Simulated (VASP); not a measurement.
Input of a VASP 6.6.1 run:

POSCAR

```
MgHg2O3
1.0
    3.2308062691      0.0000000000      0.0000000000
   -1.6154031346      2.7979603038      0.0000000000
    0.0000000000      0.0000000000      8.3148083959
Mg Hg O
1 2 3
Direct
    0.0000000000      0.0000000000      0.0000000000
    0.3333333333      0.6666666667      0.6805508232
    0.6666666667      0.3333333333      0.3194491768
    0.3333333333      0.6666666667      0.1313901106
    0.6666666667      0.3333333333      0.8686098894
    0.0000000000      0.0000000000      0.5000000000
```

Contents of INCAR.step1:

```
SYSTEM = MgHg2O3
ALGO = Normal ; EDIFF = 1E-5
EDIFFG = -0.005 ; ENCUT = 660
GGA = PE ; GGA_COMPAT = .False.
IBRION = 2 ; ISIF = 3
ISMEAR = -1 ; LASPH = .True.
LCHARG = .False. ; LREAL = .False.
LWAVE = .True. ; NELM = 120
NELMIN = 4 ; NSW = 100
PREC = Accurate ; SIGMA = 0.03
```

The input INCAR.step2:

```
SYSTEM = MgHg2O3
ALGO = Normal ; BPARAM = 11.95
CPARAM = 0.0093 ; EDIFF = 1E-7
EDIFFG = -0.01 ; ENCUT = 660
GGA_COMPAT = .False. ; IBRION = 2
ISIF = 3 ; ISMEAR = -1
ISTART = 1 ; IVDW_NL = 2
LASPH = .True. ; LCHARG = .False.
LMIXTAU = .True. ; LREAL = .False.
LUSE_VDW = .True. ; LWAVE = .False.
METAGGA = R2SCAN ; NELM = 120
NELMIN = 4 ; NSW = 100
PREC = Accurate ; SIGMA = 0.03
```

The input KPOINTS:

```
k-points
0
Gamma
  12 12 4
  0 0 0
```

Potentials or basis: VASP PAW PBE potentials, release 64 (Mg, Hg, O).

The run is started by

```sh
$ cat potpaw_PBE.64/Mg/POTCAR potpaw_PBE.64/Hg/POTCAR potpaw_PBE.64/O/POTCAR > POTCAR
$ cp INCAR.step1 INCAR
$ mpirun -np 1 vasp_std > vasp.out
$ cp INCAR.step2 INCAR
$ mpirun -np 1 vasp_std > vasp.out
```

Problem. Estimate the relaxed volume.

Solution. 12.57 Å³/atom.

Problem. Estimate the space group after relaxing (to 0.1 Å).

Solution. P-3m1 (No. 164).

Problem. Predict the band gap on the k mesh.

Solution. Zero (bands 22 and 23 overlap by 0.30 eV).

Step by step:
| step | energy change (eV) | largest force (eV/Å) | pressure (GPa) | volume (Å³) |
| --- | --- | --- | --- | --- |
| 1 | 0.0000 | 0.1869 | 0.81 | 75.16 |
| 2 | -0.0030 | 0.0523 | -0.69 | 75.86 |
| 3 | -0.0031 | 0.0756 | -0.43 | 75.73 |
| 4 | -0.0045 | 0.0448 | -0.16 | 75.55 |
| 5 | -0.0048 | 0.0477 | 0.03 | 75.42 |
| 6 | -0.0048 | 0.0479 | 0.05 | 75.41 |
| 7 | -0.0050 | 0.0025 | 0.00 | 75.42 |

Caveat: semilocal functionals underestimate gaps, and a narrow one can read as zero; the PAW data sets were made with another functional, which shifts forces and pressure a little; spin-orbit coupling is left out, which moves the levels of the heavy elements.
